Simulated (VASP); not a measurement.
Write the native input for VASP 6.6.1 that does the following.

```
Task                   : relaxation of cell and atoms
Functional             : r2SCAN
Dispersion             : rVV10
Potentials or basis    : VASP PAW PBE potentials, release 64 (Li_sv, H)
Cutoff                 : 600 eV
k mesh                 : 6 × 6 × 6
Occupations            : fermi-dirac, width 0.03 eV
Spin                   : no spin polarisation
Dipole correction      : no
Further INCAR settings : ALGO = Normal; EDIFF = 1e-06; IBRION = 2; EDIFFG = -0.01; NSW = 100; ISIF = 3
```

The system is LiH.

```
CELL_PARAMETERS angstrom
3.98229 0.00000 0.00000
0.00000 3.98229 0.00000
0.00000 0.00000 3.98229
ATOMIC_POSITIONS crystal
Li 0.75002 0.74998 0.25002
Li 0.74998 0.25002 0.75002
Li 0.25002 0.75002 0.74998
Li 0.24998 0.24998 0.24998
H 0.24997 0.25003 0.74997
H 0.25003 0.74997 0.24997
H 0.74997 0.24997 0.25003
H 0.75003 0.75003 0.75003
```

These files were run (other wordings do the same):

POSCAR

```
LiH
1.0
    3.9822947023      0.0000000000      0.0000000000
    0.0000000000      3.9822947023      0.0000000000
    0.0000000000      0.0000000000      3.9822947023
Li H
4 4
Direct
    0.7500240167      0.7499759833      0.2500240167
    0.7499759833      0.2500240167      0.7500240167
    0.2500240167      0.7500240167      0.7499759833
    0.2499759833      0.2499759833      0.2499759833
    0.2499653441      0.2500346559      0.7499653441
    0.2500346559      0.7499653441      0.2499653441
    0.7499653441      0.2499653441      0.2500346559
    0.7500346559      0.7500346559      0.7500346559
```

INCAR.step1

```
SYSTEM = LiH
PREC = Accurate ; ENCUT = 600
ISMEAR = -1 ; SIGMA = 0.03
LREAL = .False. ; LASPH = .True.
NELM = 100 ; GGA = PE
ALGO = Normal ; EDIFF = 1E-4
LWAVE = .True. ; LCHARG = .False.
```

INCAR.step2

```
SYSTEM = LiH
PREC = Accurate ; ENCUT = 600
EDIFF = 1E-6 ; ISMEAR = -1
SIGMA = 0.03 ; LREAL = .False.
LASPH = .True. ; NELM = 100
ALGO = Normal ; ISIF = 3
LWAVE = .False. ; LCHARG = .False.
METAGGA = R2SCAN ; LMIXTAU = .True.
LUSE_VDW = .True. ; IVDW_NL = 2
BPARAM = 11.95 ; CPARAM = 0.0093
IBRION = 2 ; NSW = 100
EDIFFG = -0.01 ; ISTART = 1
```

KPOINTS

```
regular mesh
0
Gamma
  6 6 6
  0 0 0
```

Potentials or basis: VASP PAW PBE potentials, release 64 (Li_sv, H).

The run is started by

```sh
$ cat potpaw_PBE.64/Li_sv/POTCAR potpaw_PBE.64/H/POTCAR > POTCAR
$ cp INCAR.step1 INCAR
$ mpirun -np 1 vasp_std > vasp.out
$ cp INCAR.step2 INCAR
$ mpirun -np 1 vasp_std > vasp.out
```

Results of the run:

- Pressure after relaxing: 0.1 GPa
- Band gap on the k mesh: 3.53 eV

Caveat: the cutoff is under 1.25 times the usual one of these potentials, so pressure, stress and relaxed cells hold a basis-set (Pulay) error; the relaxation stopped at its first step, so nothing moved; the PAW data sets were made with another functional, which shifts forces and pressure a little.

Run time: 52 s on 1 thread of Intel(R) Xeon(R) 6975P-C (Granite Rapids) (shared host), peak memory 0.31 GiB.
